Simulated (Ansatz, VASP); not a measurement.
**One calculation of KTaO3, two programs**

The input POSCAR:

```
KTaO3
1.0
    3.9883000000      0.0000000000      0.0000000000
    0.0000000000      3.9883000000      0.0000000000
    0.0000000000      0.0000000000      3.9883000000
Ta K O
1 1 3
Direct
    0.0000000000      0.0000000000      0.0000000000
    0.5000000000      0.5000000000      0.5000000000
    0.0000000000      0.0000000000      0.5000000000
    0.0000000000      0.5000000000      0.0000000000
    0.5000000000      0.0000000000      0.0000000000
```

INCAR.step1

```
  ALGO = Normal
  EDIFF = 1E-5
  ENCUT = 660
  GGA = PE
  GGA_COMPAT = F
  ISMEAR = -1
  LASPH = T
  LCHARG = F
  LMAXMIX = 4
  LREAL = F
  LSORBIT = T
  LWAVE = T
  MAGMOM = 0 0 0 0 0 0 0 0 0 0 0 0 0 0 0
  NBANDS = 55
  NELM = 200
  PREC = Accurate
  SIGMA = 0.05
```

INCAR.step2

```
  ALGO = Normal
  EDIFF = 1E-6
  ENCUT = 660
  GGA_COMPAT = F
  ISIF = 2
  ISMEAR = -1
  ISTART = 1
  LASPH = T
  LCHARG = F
  LMAXMIX = 4
  LMIXTAU = T
  LORBIT = 11
  LORBMOM = T
  LREAL = F
  LSORBIT = T
  LWAVE = F
  MAGMOM = 0 0 0 0 0 0 0 0 0 0 0 0 0 0 0
  METAGGA = R2SCAN
  NBANDS = 55
  NELM = 200
  PREC = Accurate
  SIGMA = 0.05
```

Contents of KPOINTS:

```
k-points
0
Gamma
  5 5 5
```

The input input.yaml:

```yaml
crystal:
  lattice:
    - [3.9883, 0.0, 0.0]
    - [0.0, 3.9883, 0.0]
    - [0.0, 0.0, 3.9883]
  atoms:
    - { symbol: Ta, position: [0.0, 0.0, 0.0] }
    - { symbol: K, position: [0.5, 0.5, 0.5] }
    - { symbol: O, position: [0.0, 0.0, 0.5] }
    - { symbol: O, position: [0.0, 0.5, 0.0] }
    - { symbol: O, position: [0.5, 0.0, 0.0] }
hamiltonian:
  xc: r2scan
  pseudopotentials: { kind: paw_fr }
magnetization:
  noncollinear: true
  spin_orbit: true
kpoints:
  mp_grid: { grid: [5, 5, 5] }
  band_path:
    path:
      - [[0.0, 0.0, 0.0], [0.0, 0.5, 0.0], [0.5, 0.5, 0.0], [0.0, 0.0, 0.0], [0.5, 0.5, 0.5], [0.0, 0.5, 0.0]]
      - [[0.5, 0.5, 0.0], [0.5, 0.5, 0.5]]
    npoints: 14
scf:
  occupations: { method: fermi_dirac, width: 0.05 }
  n_extra_bands: 12
output:
  forces: true
  stress: true
  eigenvalues: true
  fatbands: true
  write_density: true
  write_potential: true
  elf: true
  volumetric_format: npy
```

Alike in both runs: functional r2SCAN; k mesh 5 × 5 × 5; occupations fermi-dirac, width 0.05 eV; non-collinear spin, spin-orbit coupling.

```csv
,VASP,Ansatz
version,VASP 6.6.1,Ansatz 0.2.0
potentials or method,"VASP PAW PBE potentials, release 64 (Ta_sv_GW, K_sv, O)",Ansatz PAW
plane-wave cutoff (eV),660,500
valence electrons in the cell,40,40
task,single point,band structure
```

|  | VASP | Ansatz | Ansatz less VASP |
| --- | --- | --- | --- |
| pressure (GPa) | 0.4 | 0.1 | -0.27 |

VASP's potentials were made for PBE, not for r2SCAN.

Noted on Ansatz's run: the k mesh misses the band edges, so the gap on the mesh is wider than the one along the path.
